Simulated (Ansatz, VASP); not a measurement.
Two plane-wave programs on SiC

The input INCAR:

```
PREC = Accurate ; ENCUT = 520
EDIFF = 1E-6 ; ISMEAR = 0
SIGMA = 0.05 ; LREAL = F
LASPH = T ; NELM = 80
ALGO = Normal ; ISIF = 2
LWAVE = F ; LCHARG = F
GGA = PE ; NBANDS = 16
```

Contents of KPOINTS:

```
Automatic mesh
0
Gamma
  12 12 6
```

POSCAR

```
SiC
1.0
    3.0137421920      0.0000000000      0.0000000000
   -1.5068710960      2.6099772987      0.0000000000
    0.0000000000      0.0000000000      5.3409539127
Si C
2 2
Direct
    0.3333333333      0.6666666667      0.0045639005
    0.6666666667      0.3333333333      0.5045639005
    0.3333333333      0.6666666667      0.3356973251
    0.6666666667      0.3333333333      0.8356973251
```

Input for Ansatz:

```yaml
crystal:
  lattice:
    - [3.013742192, 0.0, 0.0]
    - [-1.506871096, 2.6099772987, 0.0]
    - [0.0, 0.0, 5.3409539127]
  atoms:
    - { symbol: Si, position: [0.3333333333, 0.6666666667, 0.0045639005] }
    - { symbol: Si, position: [0.6666666667, 0.3333333333, 0.5045639005] }
    - { symbol: C, position: [0.3333333333, 0.6666666667, 0.3356973251] }
    - { symbol: C, position: [0.6666666667, 0.3333333333, 0.8356973251] }
basis:
  ecutwfc: 520.0
kpoints:
  mp_grid: { grid: [12, 12, 6] }
hamiltonian:
  xc: pbe
  pseudopotentials: { kind: paw, azcp: { folder: soft_1 } }
scf:
  occupations: { method: gaussian, width: 0.05 }
output:
  forces: true
  stress: true
  eigenvalues: true
```

Alike in both runs: task single point; functional PBE; k mesh 12 × 12 × 6; occupations gaussian, width 0.05 eV; no spin polarisation.

|  | VASP | Ansatz |
| --- | --- | --- |
| version | VASP 6.6.1 | Ansatz 0.2.0 |
| potentials or method | VASP PAW PBE potentials, release 64 (Si, C), cutoff 520 eV | scalar-relativistic, plane waves, PAW |
| valence electrons in the cell | 16 | 16 |

VASP gave:

| Item | Value |
| --- | --- |
| gap on the k mesh at the Fermi level (eV) | 0.14 |
| least direct gap on the mesh (eV) | 3.14 |
| pressure (GPa) | 0.7 |
| traceless stress, the component that is largest in VASP (GPa) | -13.08 |
| rms of the force components (eV/Å) | 2.577 |

Q: Estimate Ansatz's values.

A: gap on the k mesh at the Fermi level (eV): 0.15; least direct gap on the mesh (eV): 3.14; pressure (GPa): 0.7; traceless stress, the component that is largest in VASP (GPa): -12.97; rms of the force components (eV/Å): 2.579.

Atom by atom the forces differ by 0.002 eV/Å (rms over components).
